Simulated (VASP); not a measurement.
# TiC (I4/mmm) in VASP: a series of runs, part 2 of 2

VASP 6.6.1.

**4. Single point, PBE (strain +0.0500 x Voigt [0, 0, 1, 0, 0, 0])**

INCAR reads:

```
SYSTEM = TiC
PREC = Accurate ; ENCUT = 520
EDIFF = 1E-6 ; ISMEAR = 0
SIGMA = 0.15 ; LREAL = .FALSE.
LASPH = .TRUE. ; NELM = 60
ALGO = Normal ; ISIF = 2
LWAVE = .FALSE. ; LCHARG = .FALSE.
GGA = PE ; NBANDS = 15
```

KPOINTS reads:

```
regular mesh
0
G
  18 18 18
  0 0 0
```

POSCAR reads:

```
TiC
1.0
    0.0000000000      2.1640000000      2.2722000000
    2.1640000000      0.0000000000      2.2722000000
    2.1640000000      2.1640000000      0.0000000000
Ti C
1 1
Direct
    0.0000000000      0.0000000000      0.0000000000
    0.5000000000      0.5000000000      0.5000000000
```

Potentials or basis: VASP PAW PBE potentials, release 64 (Ti_sv, C).

Run with:

```sh
> cat potpaw_PBE.64/Ti_sv/POTCAR potpaw_PBE.64/C/POTCAR > POTCAR
> mpirun -np 1 vasp_std > vasp.out
```

OUTCAR:

```text
SYSTEM = TiC
   PREC = Accurate
   ENCUT = 520
   EDIFF = 1E-6
   ISMEAR = 0
   LREAL = .FALSE.
   LASPH = .TRUE.
   NELM = 60
   ISIF = 2
   GGA = PE

 ion  position               nearest neighbor table
   1  0.000  0.000  0.000-   2 2.16   2 2.16   2 2.16   2 2.16   2 2.27   2 2.27
   2  0.500  0.500  0.500-   1 2.16   1 2.16   1 2.16   1 2.16   1 2.27   1 2.27

  LATTYP: Found a body centered tetragonal cell.
 ALAT       =     3.0603581490
 C/A-ratio  =     1.4849242405

  Lattice vectors:

 A1 = (  -2.1640000000,   0.0000000000,   2.2722000000)
 A2 = (   2.1640000000,   0.0000000000,   2.2722000000)
 A3 = (   0.0000000000,   2.1640000000,  -2.2722000000)

Analysis of symmetry for initial positions (statically):
=====================================================================
 Subroutine PRICEL returns:
 Original cell was already a primitive cell.

 Routine SETGRP: Setting up the symmetry group for a
 body centered tetragonal supercell.

 Subroutine GETGRP returns: Found 16 space group operations
 (whereof 16 operations were pure point group operations)
 out of a pool of 16 trial point group operations.

The static configuration has the point symmetry D_4h.

Analysis of symmetry for dynamics (positions and initial velocities):
=====================================================================
 Subroutine PRICEL returns:
 Original cell was already a primitive cell.

 Routine SETGRP: Setting up the symmetry group for a
 body centered tetragonal supercell.

 Subroutine GETGRP returns: Found 16 space group operations
 (whereof 16 operations were pure point group operations)
 out of a pool of 16 trial point group operations.

The dynamic configuration has the point symmetry D_4h.

 Subroutine INISYM returns: Found 16 space group operations
 (whereof 16 operations are pure point group operations),
 and found     1 'primitive' translations

----------------------------------------------------------------------------------------

                                     Primitive cell

  volume of cell :      21.2810

  direct lattice vectors                    reciprocal lattice vectors
     0.000000000  2.164000000  2.272200000    -0.231053604  0.231053604  0.220051052
     2.164000000  0.000000000  2.272200000     0.231053604 -0.231053604  0.220051052
     2.164000000  2.164000000  0.000000000     0.231053604  0.231053604 -0.220051052

  length of vectors
     3.137800000  3.137800000  3.060358149     0.393946699  0.393946699  0.393946699

  position of ions in fractional coordinates (direct lattice)
     0.000000000  0.000000000  0.000000000
     0.500000000  0.500000000  0.500000000

  ion indices of the primitive-cell ions
   primitive index   ion index
                 1           1
                 2           2

----------------------------------------------------------------------------------------

 KPOINTS: regular mesh

Automatic generation of k-mesh.
 Grid dimensions read from file:
 generate k-points for:   18   18   18

 Generating k-lattice:

  Cartesian coordinates                     Fractional coordinates (reciprocal lattice)
    -0.012836311  0.012836311  0.012225058     0.055555556  0.000000000  0.000000000
     0.012836311 -0.012836311  0.012225058     0.000000000  0.055555556  0.000000000
[... 41 lines left out ...]
   number of dos      NEDOS =    301   number of ions     NIONS =      2
   total plane-waves  NPLWV =  13824
   dimension x,y,z NGX =    24 NGY =   24 NGZ =   24
   dimension x,y,z NGXF=    48 NGYF=   48 NGZF=   48
   ions per type =               1   1
   NGX,Y,Z   is equivalent  to a cutoff of  12.72, 12.72, 13.04 a.u.
   NGXF,Y,Z  is equivalent  to a cutoff of  25.43, 25.43, 26.07 a.u.
 SYSTEM =  TiC
   PREC   = accura    normal or accurate (medium, high low for compatibility)
   ISTART =      0    job   : 0-new  1-cont  2-samecut
   ICHARG =      2    charge: 1-file 2-atom 10-const
   ISPIN  =      1    spin polarized calculation?
   LNONCOLLINEAR =      F non collinear calculations
   LSORBIT =      F    spin-orbit coupling
   LASPH  =      T    aspherical Exc in radial PAW
   ENCUT  =  520.0 eV  38.22 Ry    6.18 a.u.   5.83  5.83  5.69*2*pi/ulx,y,z
   NELM   =     60;   NELMIN=  2; NELMDL= -5     # of ELM steps
   EDIFF  = 0.1E-05   stopping-criterion for ELM
   LREAL  =      F    real-space projection
   EDIFFG = 0.1E-04   stopping-criterion for IOM
   NSW    =      0    number of steps for IOM
   IBRION =     -1    ionic relax: 0-MD 1-quasi-New 2-CG
   NFREE  =      0    steps in history (QN), initial steepest desc. (CG)
   ISIF   =      2    stress and relaxation
   ISYM   =      2    0-nonsym 1-usesym 2-fastsym
   POTIM  = 0.5000    time-step for ionic-motion
   TEBEG  =    0.0;   TEEND  =   0.0 temperature during run
   PSTRESS=    0.0 pullay stress
   NELECT =      16.0000    total number of electrons
   NUPDOWN=      -1.0000    fix difference up-down
   EMIN   =  10.00;   EMAX   =-10.00  energy-range for DOS
   EFERMI =   0.00;   METHOD = LEGACY
   ISMEAR =     0;   SIGMA  =   0.15  broadening in eV -4-tet -1-fermi 0-gaus
   EFERMI_NEDOS =   21; number of points for ismear=-14 and -15
   IALGO  =     38    algorithm
   IMIX   =      4    mixing-type and parameters
     AMIX     =   0.40;   BMIX     =  1.00
     AMIX_MAG =   1.60;   BMIX_MAG =  1.00
  volume/ion in A,a.u.               =      10.64        71.81
  Fermi-wavevector in a.u.,A,eV,Ry     =   1.488622  2.813088 30.150454  2.215996
  Thomas-Fermi vector in A             =   2.601634
   LORBIT       =      0    0 simple, 1 ext, 2 COOP (PROOUT), +10 PAW based schemes
   GGA     = PE    functional components
   LHFCALC =     F    Hartree Fock is set to
   AEXX    =    0.0000 exact exchange contribution
   IVDW    =     0    specifies the selected vdW correction
   LEPSILON=     F    determine dielectric tensor
   LRPA    =     F    only Hartree local field effects (RPA)
 non-spin polarized calculation
 Gauss-broadening in eV      SIGMA  =   0.15
  energy-cutoff  :      520.00
  volume of cell :       21.28
 maximum number of plane-waves:       596
   NGX = 11   NGY = 11   NGZ = 11

 number of electron      15.9999998 magnetization

 Free energy of the ion-electron system (eV)
  ---------------------------------------------------
  ext. energy  EPLUGINS =         0.00000000
  ---------------------------------------------------
  free energy    TOTEN  =       -18.64989349 eV

  energy without entropy =      -18.64643050  energy(sigma->0) =      -18.64816200

 E-fermi :   8.8873     XC(G=0): -12.4545

 val. band max:        8.8842017928   @ k =   0.1111   0.0000   0.0000
 cond. band min:       8.8968256898   @ k =   0.1667   0.1111   0.0000
 fundamental gap:      0.0126238970
 Fermi energy:         8.8872822745

 k-point     1 :       0.0000    0.0000    0.0000
  band No.  band energies     occupation
      1     -47.8379      2.00000
      2     -23.9413      2.00000
      3     -23.8566      2.00000
      4     -23.8566      2.00000
      5      -3.3029      2.00000
      6       9.3360      0.00002
      7       9.6721      0.00000
      8       9.6721      0.00000
      9      10.2686      0.00000
     10      10.3971      0.00000
     11      10.5461      0.00000
     12      10.5461      0.00000
     13      10.6666      0.00000
     14      18.7460      0.00000
[... 401 lines left out ...]
      2     -24.0881      2.00000
      3     -23.9580      2.00000
      4     -23.8628      2.00000
      5      -2.0673      2.00000
      6       6.2976      2.00000
      7       7.2175      2.00000
      8       7.3060      2.00000
      9      10.3876      0.00000
     10      10.6681      0.00000
     11      11.6771      0.00000
     12      13.5171      0.00000
     13      15.0521      0.00000
     14      19.7057      0.00000
     15      22.5250      0.00000

 [... further k-points ...]

------------------------ aborting loop because EDIFF is reached ----------------------------------------

  FORCE on cell =-STRESS in cart. coord.  units (eV):
  Direction    XX          YY          ZZ          XY          YZ          ZX
  --------------------------------------------------------------------------------------
  -------------------------------------------------------------------------------------
  Total       -0.5941616     -0.5941616     -2.4703292      0.0000000      0.0000000     -0.0000000
  in kB      -44.7325969    -44.7325969   -185.9834685      0.0000000      0.0000000     -0.0000000
  external PRESSURE =     -91.8162207 kB  Pullay stress =       0.0000000 kB

 VOLUME and BASIS-vectors are now :
 -----------------------------------------------------------------------------
  energy-cutoff  :      520.00
  volume of cell :       21.28
      direct lattice vectors                 reciprocal lattice vectors
     0.000000000  2.164000000  2.272200000    -0.231053604  0.231053604  0.220051052
     2.164000000  0.000000000  2.272200000     0.231053604 -0.231053604  0.220051052
     2.164000000  2.164000000  0.000000000     0.231053604  0.231053604 -0.220051052

 POSITION                                       TOTAL-FORCE (eV/Angst)
 -----------------------------------------------------------------------------------
      0.00000      0.00000      0.00000         0.000000     -0.000000      0.000000
      2.16400      2.16400      2.27220        -0.000000      0.000000     -0.000000
 -----------------------------------------------------------------------------------
    total drift:                                0.000000     -0.000000     -0.000000

  FREE ENERGIE OF THE ION-ELECTRON SYSTEM (eV)
  ---------------------------------------------------
  free  energy   TOTEN  =       -18.6498934913 eV

  energy  without entropy=      -18.6464305001  energy(sigma->0) =      -18.64816200
```

OSZICAR:

```text
N       E                     dE             d eps       ncg     rms          rms(c)
DAV:   1     0.119039317403E+03    0.11904E+03   -0.79950E+03 14422   0.127E+03
DAV:   2    -0.164571787643E+02   -0.13550E+03   -0.12704E+03 15268   0.335E+02
DAV:   3    -0.241277621707E+02   -0.76706E+01   -0.75459E+01 19094   0.781E+01
DAV:   4    -0.243750116335E+02   -0.24725E+00   -0.24703E+00 17750   0.130E+01
DAV:   5    -0.243808854308E+02   -0.58738E-02   -0.58725E-02 18945   0.179E+00    0.175E+01
DAV:   6    -0.194055710421E+02    0.49753E+01   -0.12309E+01 20457   0.559E+01    0.734E+00
DAV:   7    -0.187038307477E+02    0.70174E+00   -0.24430E+00 16934   0.220E+01    0.463E+00
DAV:   8    -0.186818781235E+02    0.21953E-01   -0.12006E-01 16319   0.323E+00    0.361E+00
DAV:   9    -0.186544978149E+02    0.27380E-01   -0.12653E-01 19264   0.535E+00    0.806E-01
DAV:  10    -0.186528414000E+02    0.16564E-02   -0.14679E-02 18552   0.134E+00    0.632E-01
DAV:  11    -0.186505193457E+02    0.23221E-02   -0.26462E-03 16761   0.783E-01    0.301E-01
DAV:  12    -0.186499233355E+02    0.59601E-03   -0.10169E-03 17203   0.545E-01    0.570E-02
DAV:  13    -0.186498953492E+02    0.27986E-04   -0.93676E-05 16332   0.129E-01    0.238E-02
DAV:  14    -0.186498938852E+02    0.14640E-05   -0.11834E-05 19247   0.250E-02    0.536E-03
DAV:  15    -0.186498934913E+02    0.39395E-06   -0.68348E-07  9882   0.114E-02
   1 F= -.18649893E+02 E0= -.18648162E+02  d E =-.346299E-02
```

Wall time 4.4 min (1 thread of AMD EPYC 7R13, shared host); peak memory 0.24 GiB.

Results:

```
Free energy            : -18.6499 eV
Pressure               : -9.2 GPa
Band gap on the k mesh : zero (band 8 reaches 9.67 eV, above the bottom of band 9 at 8.33 eV)
```

Levels at points of the mesh, in eV from the Fermi level:
| k point | band 5 | band 6 | band 7 | band 8 | band 9 | band 10 | band 11 | band 12 |
| --- | --- | --- | --- | --- | --- | --- | --- | --- |
| (0.00, 0.00, 0.00) | -12.19 | 0.45 | 0.78 | 0.78 | 1.38 | 1.51 | 1.66 | 1.66 |
| (0.50, 0.00, 0.00) | -8.92 | -5.64 | -2.82 | -2.74 | 2.64 | 2.83 | 3.86 | 7.35 |
| (0.50, 0.50, 0.00) | -10.03 | -3.70 | -1.44 | 0.15 | 0.15 | 2.53 | 3.25 | 3.25 |
| (0.50, 0.00, 0.50) | -9.92 | -3.23 | -1.51 | -0.19 | -0.17 | 2.51 | 3.14 | 3.45 |

Caveat: the cell differs from its parent crystal (strain +0.0500 x Voigt [0, 0, 1, 0, 0, 0]).

**5. Single point, PBE (strain +0.0750 x Voigt [0, 0, 1, 0, 0, 0])**

INCAR reads:

```
  ALGO = Normal
  EDIFF = 1E-6
  ENCUT = 520
  GGA = PE
  ISIF = 2
  ISMEAR = 0
  LASPH = True
  LCHARG = False
  LREAL = False
  LWAVE = False
  NBANDS = 15
  NELM = 60
  PREC = Accurate
  SIGMA = 0.15
```

KPOINTS reads:

```
k-points
0
Gamma
  18 18 18
```

POSCAR reads:

```
TiC
1.0
    0.0000000000      2.1640000000      2.3263000000
    2.1640000000      0.0000000000      2.3263000000
    2.1640000000      2.1640000000      0.0000000000
Ti C
1 1
Direct
    0.0000000000      0.0000000000      0.0000000000
    0.5000000000      0.5000000000      0.5000000000
```

Run with:

```sh
> cat potpaw_PBE.64/Ti_sv/POTCAR potpaw_PBE.64/C/POTCAR > POTCAR
> mpirun -np 1 vasp_std > vasp.out
```

It took 3.6 min on 1 thread of AMD EPYC 7R13, shared host; peak memory 0.24 GiB.

The run converged. Its results:

* Free energy: -18.5815 eV
* Pressure: -12.8 GPa
* Band gap on the k mesh: zero (band 8 reaches 9.46 eV, above the bottom of band 9 at 8.02 eV)

Stress tensor (GPa, compression positive):
```
 -6.81   0.00   0.00
  0.00  -6.81   0.00
  0.00   0.00 -24.63
```

Levels at points of the mesh, in eV from the Fermi level:
```tsv
k point	band 6	band 7	band 8	band 9	band 10	band 11
(0.00, 0.00, 0.00)	0.34	0.83	0.83	1.20	1.44	1.64
(0.50, 0.00, 0.00)	-5.54	-2.80	-2.68	2.52	2.78	3.77
(0.50, 0.50, 0.00)	-3.79	-1.36	0.24	0.24	2.46	3.12
(0.50, 0.00, 0.50)	-3.14	-1.45	-0.27	-0.21	2.40	2.95
```

Caveat: the cell differs from its parent crystal (strain +0.0750 x Voigt [0, 0, 1, 0, 0, 0]).

**6. The runs side by side**

| cell | gap on the mesh (eV) | pressure (GPa) |
| --- | --- | --- |
| a = 3.022, b = 3.022, c = 3.060 Å, angles 59.6, 59.6, 60.8°, 2 atoms | none | 8.2 |
| a = 3.099, b = 3.099, c = 3.060 Å, angles 60.4, 60.4, 59.2°, 2 atoms | none | -4.7 |
| a = 3.138, b = 3.138, c = 3.060 Å, angles 60.8, 60.8, 58.4°, 2 atoms | none | -9.2 |
| a = 3.177, b = 3.177, c = 3.060 Å, angles 61.2, 61.2, 57.6°, 2 atoms | none | -12.8 |

Alike in all rows: task single point; level PBE; potentials or basis VASP PAW PBE potentials, release 64 (Ti_sv, C); no spin polarisation; k mesh 18 × 18 × 18; cutoff (eV) 520; smearing gaussian 0.15 eV.

Absolute energies hang on the potentials; compare differences alone.
